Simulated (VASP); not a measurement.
Write the native input for VASP 6.6.1 that does the following.

- Task: single point
- Functional: PBE
- Potentials or basis: VASP PAW PBE potentials, release 64 (Pd, Cl)
- Cutoff: 520 eV
- k mesh: 15 × 15 × 15
- Occupations: fermi-dirac, width 0.08 eV
- Spin: no spin polarisation
- Dipole correction: no
- Further INCAR settings: ALGO = Normal; EDIFF = 1e-06; NBANDS = 16

The structure of PdCl (CsCl type) lies in POSCAR:

```
PdCl
1.0
    2.8131731804      0.0000000000      0.0000000000
    0.0000000000      2.8131731804      0.0000000000
    0.0000000000      0.0000000000      2.8131731804
Pd Cl
1 1
Direct
    0.0000000000      0.0000000000      0.0000000000
    0.5000000000      0.5000000000      0.5000000000
```

This cell differs from its parent crystal: volume scaled by 0.65.

These files were run (other wordings do the same):

INCAR

```
SYSTEM = PdCl
PREC = Accurate
ENCUT = 520
EDIFF = 1E-6
ISMEAR = -1
SIGMA = 0.08
LREAL = .FALSE.
LASPH = .TRUE.
NELM = 80
ALGO = Normal
ISIF = 2
LWAVE = .FALSE.
LCHARG = .TRUE.
GGA = PE
LELF = .TRUE.
LVHAR = .TRUE.
NBANDS = 16
```

KPOINTS

```
Automatic mesh
0
G
  15 15 15
  0 0 0
```

Potentials or basis: VASP PAW PBE potentials, release 64 (Pd, Cl).

Run with:

```bash
$ cat potpaw_PBE.64/Pd/POTCAR potpaw_PBE.64/Cl/POTCAR > POTCAR
$ mpirun -np 1 vasp_std > vasp.out
```

Results of the run:

```
Pressure : 102.5 GPa
```

Caveat: an odd number of electrons without spin polarisation forces a metal; a magnetic or distorted state may lie lower.

Wall time 61 s on 1 thread of AMD EPYC 7R13 (shared host), peak memory 0.14 GiB.
